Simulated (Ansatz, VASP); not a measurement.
CdTe in VASP and in Ansatz

```xyz
2
Lattice="0.0000 3.2953 3.0317 3.2953 0.0000 3.0317 3.2953 3.2953 0.0000" Properties=species:S:1:pos:R:3 pbc="T T T"
Cd    0.0000    0.0000    0.0000
Te    4.9430    4.9430    4.5476
```

Alike in both runs: task single point; functional r2SCAN; k mesh 8 × 8 × 8; occupations gaussian, width 0.05 eV; no spin polarisation.

```csv
,VASP,Ansatz
version,VASP 6.6.1,Ansatz 0.2.0
potentials or method,"VASP PAW PBE potentials, release 64 (Cd, Te), cutoff 520 eV","scalar-relativistic, plane waves, PAW"
valence electrons in the cell,18,36
```

|  | VASP | Ansatz | Ansatz less VASP |
| --- | --- | --- | --- |
| gap on the k mesh at the Fermi level (eV) | 1.20 | 1.21 | +0.005 |
| least direct gap on the mesh (eV) | 1.20 | 1.21 | +0.005 |
| pressure (GPa) | 3.2 | 3.1 | -0.13 |
| traceless stress, the component that is largest in VASP (GPa) | 0.62 | 0.62 | -0.001 |

VASP's potentials were made for PBE, not for r2SCAN. With one functional, cell and mesh, what is left measures potentials, basis and numerics. VASP's potentials hold 18 valence electrons a cell and Ansatz's 36, so a difference there can come from the potentials and not from the codes.

Neither program's run includes spin-orbit coupling.
